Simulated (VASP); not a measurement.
# AgCl (R-3m) in VASP: single point with HSE06

Aim: the single point of AgCl with HSE06.

All numbers are computed with VASP 6.6.1; they aren't measurements. Logs are shortened: lines on timing, memory, paths and dates and some standing lists are left out, and cuts for length are marked.

### Step 1. The cell of the first run

It takes space group R-3m (No. 166, trigonal). Conventional cell: a = 4.080 Å, b = 4.080 Å, c = 8.971 Å, α = 90.00°, β = 90.00°, γ = 120.00°. Within 3.9 Å of Ag (site symmetry -3m) lie 6 Cl at 2.79 Å and 6 Ag at 3.81 Å. Within 3.9 Å of Cl (site symmetry -3m) lie 6 Ag at 2.79 Å and 6 Cl at 3.81 Å.

### Step 2. Single point, HSE06 (epitaxial 111 strain +4.0%)

The input, POSCAR:

```
AgCl
1.0
   -0.1967180865      2.6879477154      2.6879477154
    2.6879477154     -0.1967180865      2.6879477154
    2.6879477154      2.6879477154     -0.1967180865
Ag Cl
1 1
Direct
    0.0000000000      0.0000000000      0.0000000000
    0.5000000000      0.5000000000      0.5000000000
```

The input, INCAR.step1:

```
ALGO = Normal
EDIFF = 1E-5
ENCUT = 520
GGA = PE
ISIF = 2
ISMEAR = 0
KPAR = 4
LASPH = T
LCHARG = F
LREAL = F
LWAVE = T
NBANDS = 16
NELM = 80
PREC = Accurate
SIGMA = 0.01
```

The input, INCAR.step2:

```
ALGO = Normal
EDIFF = 1E-6
ENCUT = 520
GGA = PE
HFSCREEN = 0.2079
ISIF = 2
ISMEAR = 0
ISTART = 1
KPAR = 4
LASPH = T
LCHARG = F
LHFCALC = T
LREAL = F
LWAVE = F
NBANDS = 16
NELM = 80
PREC = Accurate
PRECFOCK = Normal
SIGMA = 0.01
```

The input, KPOINTS:

```
k-points
0
Gamma
  6 6 6
```

Potentials or basis: VASP PAW PBE potentials, release 64 (Ag, Cl).

Started as:

```
> cat potpaw_PBE.64/Ag/POTCAR potpaw_PBE.64/Cl/POTCAR > POTCAR
> cp INCAR.step1 INCAR
> mpirun -np 4 vasp_std > vasp.out
> cp INCAR.step2 INCAR
> mpirun -np 4 vasp_std > vasp.out
```

OUTCAR:

```text
EDIFF = 1E-6
   ENCUT = 520
   GGA = PE
   HFSCREEN = 0.2079
   ISIF = 2
   ISMEAR = 0
   ISTART = 1
   LASPH = T
   LHFCALC = T
   LREAL = F
   NELM = 80
   PREC = Accurate
   PRECFOCK = Normal

 ion  position               nearest neighbor table
   1  0.000  0.000  0.000-   2 2.79   2 2.79   2 2.79   2 2.79   2 2.79   2 2.79
   2  0.500  0.500  0.500-   1 2.79   1 2.79   1 2.79   1 2.79   1 2.79   1 2.79

  LATTYP: Found a trigonal (rhomboedric) cell.
 ALAT       =     3.8064187693
 COS(alpha) =     0.4256747907

  Lattice vectors:

 A1 = (  -0.1967180865,   2.6879477154,   2.6879477154)
 A2 = (   2.6879477154,  -0.1967180865,   2.6879477154)
 A3 = (   2.6879477154,   2.6879477154,  -0.1967180865)

Analysis of symmetry for initial positions (statically):
=====================================================================
 Subroutine PRICEL returns:
 Original cell was already a primitive cell.

 Routine SETGRP: Setting up the symmetry group for a
 trigonal (rhombohedral) supercell.

 Subroutine GETGRP returns: Found 12 space group operations
 (whereof 12 operations were pure point group operations)
 out of a pool of 12 trial point group operations.

The static configuration has the point symmetry D_3d.

Analysis of symmetry for dynamics (positions and initial velocities):
=====================================================================
 Subroutine PRICEL returns:
 Original cell was already a primitive cell.

 Routine SETGRP: Setting up the symmetry group for a
 trigonal (rhombohedral) supercell.

 Subroutine GETGRP returns: Found 12 space group operations
 (whereof 12 operations were pure point group operations)
 out of a pool of 12 trial point group operations.

The dynamic configuration has the point symmetry D_3d.

 Subroutine INISYM returns: Found 12 space group operations
 (whereof 12 operations are pure point group operations),
 and found     1 'primitive' translations

----------------------------------------------------------------------------------------

                                     Primitive cell

  volume of cell :      43.0975

  direct lattice vectors                    reciprocal lattice vectors
    -0.196718087  2.687947715  2.687947715    -0.166746786  0.179913822  0.179913822
     2.687947715 -0.196718087  2.687947715     0.179913822 -0.166746786  0.179913822
     2.687947715  2.687947715 -0.196718087     0.179913822  0.179913822 -0.166746786

  length of vectors
     3.806418769  3.806418769  3.806418769     0.304207918  0.304207918  0.304207918

  position of ions in fractional coordinates (direct lattice)
     0.000000000  0.000000000  0.000000000
     0.500000000  0.500000000  0.500000000

  ion indices of the primitive-cell ions
   primitive index   ion index
                 1           1
                 2           2

----------------------------------------------------------------------------------------

 KPOINTS: k-points

Automatic generation of k-mesh.
 Grid dimensions read from file:
 generate k-points for:    6    6    6

 Generating k-lattice:

  Cartesian coordinates                     Fractional coordinates (reciprocal lattice)
    -0.027791131  0.029985637  0.029985637     0.166666667 -0.000000000 -0.000000000
     0.029985637 -0.027791131  0.029985637    -0.000000000  0.166666667 -0.000000000
     0.029985637  0.029985637 -0.027791131    -0.000000000 -0.000000000  0.166666667

  Length of vectors
     0.050701320  0.050701320  0.050701320

  Shift w.r.t. Gamma in fractional coordinates (k-lattice)
     0.000000000  0.000000000  0.000000000

 Subroutine IBZKPT returns following result:
 ===========================================

 Found     32 irreducible k-points:

 Following reciprocal coordinates:
            Coordinates               Weight
  0.000000  0.000000  0.000000      1.000000
  0.166667  0.000000 -0.000000      6.000000
  0.333333  0.000000 -0.000000      6.000000
  0.500000  0.000000 -0.000000      3.000000
  0.166667  0.166667  0.000000      6.000000
  0.333333  0.166667 -0.000000     12.000000
[... 16 lines left out ...]
  0.500000  0.500000  0.166667      6.000000
 -0.333333  0.500000  0.166667     12.000000
 [... further k-points ...]
   k-points           NKPTS =     32   k-points in BZ     NKDIM =    216   number of bands    NBANDS=     16
   number of dos      NEDOS =    301   number of ions     NIONS =      2
   total plane-waves  NPLWV =  21952
   dimension x,y,z NGX =    28 NGY =   28 NGZ =   28
   dimension x,y,z NGXF=    56 NGYF=   56 NGZF=   56
   ions per type =               1   1
   NGX,Y,Z   is equivalent  to a cutoff of  12.23, 12.23, 12.23 a.u.
   NGXF,Y,Z  is equivalent  to a cutoff of  24.46, 24.46, 24.46 a.u.
 SYSTEM =  unknown system
   PREC   = accura    normal or accurate (medium, high low for compatibility)
   ISTART =      1    job   : 0-new  1-cont  2-samecut
   ICHARG =      0    charge: 1-file 2-atom 10-const
   ISPIN  =      1    spin polarized calculation?
   LNONCOLLINEAR =      F non collinear calculations
   LSORBIT =      F    spin-orbit coupling
   LASPH  =      T    aspherical Exc in radial PAW
   ENCUT  =  520.0 eV  38.22 Ry    6.18 a.u.   7.08  7.08  7.08*2*pi/ulx,y,z
   NELM   =     80;   NELMIN=  2; NELMDL=  0     # of ELM steps
   EDIFF  = 0.1E-05   stopping-criterion for ELM
   LREAL  =      F    real-space projection
   EDIFFG = 0.1E-04   stopping-criterion for IOM
   NSW    =      0    number of steps for IOM
   IBRION =     -1    ionic relax: 0-MD 1-quasi-New 2-CG
   NFREE  =      0    steps in history (QN), initial steepest desc. (CG)
   ISIF   =      2    stress and relaxation
   ISYM   =      3    0-nonsym 1-usesym 2-fastsym
   POTIM  = 0.5000    time-step for ionic-motion
   TEBEG  =    0.0;   TEEND  =   0.0 temperature during run
   PSTRESS=    0.0 pullay stress
   NELECT =      18.0000    total number of electrons
   NUPDOWN=      -1.0000    fix difference up-down
   EMIN   =  10.00;   EMAX   =-10.00  energy-range for DOS
   EFERMI =   0.00;   METHOD = LEGACY
   ISMEAR =     0;   SIGMA  =   0.01  broadening in eV -4-tet -1-fermi 0-gaus
   EFERMI_NEDOS =   21; number of points for ismear=-14 and -15
   IALGO  =     38    algorithm
   IMIX   =      1    mixing-type and parameters
     AMIX     =   0.40;   BMIX     =  1.00
     AMIX_MAG =   1.60;   BMIX_MAG =  1.00
  volume/ion in A,a.u.               =      21.55       145.42
  Fermi-wavevector in a.u.,A,eV,Ry     =   1.223719  2.312494 20.374567  1.497488
  Thomas-Fermi vector in A             =   2.358820
   LORBIT       =      0    0 simple, 1 ext, 2 COOP (PROOUT), +10 PAW based schemes
   GGA     = PE    functional components
   LHFCALC =     T    Hartree Fock is set to
   PRECFOCK=normal    Normal, Fast or Accurate (Low or Medium for compatibility)
   ENCUT4O =  -1.0   cutoff for four orbital integrals eV
   NKREDX  =     1    reduce k-point grid by
   NKREDY  =     1    reduce k-point grid by
   NKREDZ  =     1    reduce k-point grid by
   AEXX    =    0.2500 exact exchange contribution
   HFSCREEN=    0.2079 screening length (either q_TF or 0.3 A-1)
   HFSCREENC=   0.2079 screening length for correlation (either q_TF or 0.3 A-1)
   ENCUTFOCK=  -1.0 apply spherical cutoff to Coloumb kernel
   IVDW    =     0    specifies the selected vdW correction
   LEPSILON=     F    determine dielectric tensor
   LRPA    =     F    only Hartree local field effects (RPA)
 non-spin polarized calculation
 Gauss-broadening in eV      SIGMA  =   0.01
  energy-cutoff  :      520.00
  volume of cell :       43.10
 maximum number of plane-waves:      1178
  NGX = 24; NGY = 24; NGZ = 24

 number of electron      18.0000004 magnetization

 Free energy of the ion-electron system (eV)
  ---------------------------------------------------
  ext. energy  EPLUGINS =         0.00000000
  ---------------------------------------------------
  free energy    TOTEN  =        -6.62720379 eV

  energy without entropy =       -6.62720379  energy(sigma->0) =       -6.62720379

 E-fermi :   2.7470     XC(G=0):  -8.1750

 val. band max:        2.6954559757   @ k =   0.5000   0.5000   0.5000
 cond. band min:       4.9974174292   @ k =   0.0000   0.0000   0.0000
 fundamental gap:      2.3019614535
 Fermi energy:         2.7469701596

 k-point     1 :       0.0000    0.0000    0.0000
  band No.  band energies     occupation
      1     -13.5302      2.00000
      2      -0.2568      2.00000
      3      -0.2568      2.00000
      4      -0.1177      2.00000
      5      -0.1177      2.00000
      6      -0.0635      2.00000
[... 8 lines left out ...]
     15      17.7130      0.00000
     16      17.7130      0.00000

 k-point     2 :       0.1667    0.0000   -0.0000
  band No.  band energies     occupation
      1     -13.4282      2.00000
      2      -0.9532      2.00000
      3      -0.9282      2.00000
      4      -0.7010      2.00000
      5      -0.1194      2.00000
      6      -0.0170      2.00000
[... 8 lines left out ...]
     15      16.6752      0.00000
     16      17.4405      0.00000

 k-point     3 :       0.3333    0.0000   -0.0000
  band No.  band energies     occupation
      1     -13.2116      2.00000
      2      -2.1434      2.00000
      3      -1.6051      2.00000
      4      -1.2807      2.00000
      5       0.0214      2.00000
      6       0.1123      2.00000
[... 8 lines left out ...]
     15      17.2759      0.00000
     16      17.8848      0.00000

 k-point     4 :       0.5000    0.0000   -0.0000
  band No.  band energies     occupation
      1     -13.0962      2.00000
      2      -2.6561      2.00000
      3      -1.8351      2.00000
      4      -1.4888      2.00000
      5       0.0946      2.00000
      6       0.1650      2.00000
[... 8 lines left out ...]
     15      17.8293      0.00000
     16      18.1913      0.00000
[... 324 lines left out ...]
 k-point    22 :      -0.1667    0.3333    0.1667
  band No.  band energies     occupation
      1     -13.1107      2.00000
      2      -2.0344      2.00000
      3      -1.3931      2.00000
      4      -1.0846      2.00000
      5       0.0610      2.00000
      6       0.1349      2.00000
[... 8 lines left out ...]
     15      18.0690      0.00000
     16      20.2299      0.00000

 k-point    23 :       0.5000    0.5000    0.1667
  band No.  band energies     occupation
      1     -13.0192      2.00000
      2      -1.8415      2.00000
      3      -1.2250      2.00000
      4      -1.0934      2.00000
      5      -0.1099      2.00000
      6       0.3059      2.00000
[... 8 lines left out ...]
     15      19.6898      0.00000
     16      20.4074      0.00000

 k-point    24 :      -0.3333    0.5000    0.1667
  band No.  band energies     occupation
      1     -13.0132      2.00000
      2      -1.5535      2.00000
      3      -1.4883      2.00000
      4      -1.0691      2.00000
      5       0.2387      2.00000
      6       0.2617      2.00000
[... 8 lines left out ...]
     15      18.8433      0.00000
     16      19.4403      0.00000

 [... further k-points ...]
[... 5 lines left out ...]
  --------------------------------------------------------------------------------------
  -------------------------------------------------------------------------------------
  Total        0.1221017      0.1221017      0.1221017      0.1239171      0.1239171      0.1239171
  in kB        4.5392138      4.5392138      4.5392138      4.6067001      4.6067001      4.6067001
  external PRESSURE =       4.5392138 kB  Pullay stress =       0.0000000 kB

 VOLUME and BASIS-vectors are now :
 -----------------------------------------------------------------------------
  energy-cutoff  :      520.00
  volume of cell :       43.10
      direct lattice vectors                 reciprocal lattice vectors
    -0.196718087  2.687947715  2.687947715    -0.166746786  0.179913822  0.179913822
     2.687947715 -0.196718087  2.687947715     0.179913822 -0.166746786  0.179913822
     2.687947715  2.687947715 -0.196718087     0.179913822  0.179913822 -0.166746786

 POSITION                                       TOTAL-FORCE (eV/Angst)
 -----------------------------------------------------------------------------------
      0.00000      0.00000      0.00000         0.000000      0.000000     -0.000000
      2.58959      2.58959      2.58959        -0.000000     -0.000000      0.000000
 -----------------------------------------------------------------------------------
    total drift:                                0.000007      0.000005      0.000007

  FREE ENERGIE OF THE ION-ELECTRON SYSTEM (eV)
  ---------------------------------------------------
  free  energy   TOTEN  =        -6.6272037933 eV

  energy  without entropy=       -6.6272037933  energy(sigma->0) =       -6.62720379
```

It took 20 min on 4 MPI ranks of Intel Xeon Platinum 8259CL at 2.50GHz (Skylake/Cascade Lake), shared host; peak memory 0.28 GiB.

What came out:

```yaml
Free_energy: -6.6272 eV
Pressure: 0.5 GPa
Band_gap_on_the_k_mesh: 2.30 eV (least direct gap 4.23 eV)
```

Caveat: the cell differs from its parent crystal (epitaxial 111 strain +4.0%); the PAW data sets were made with another functional, which shifts forces and pressure a little.
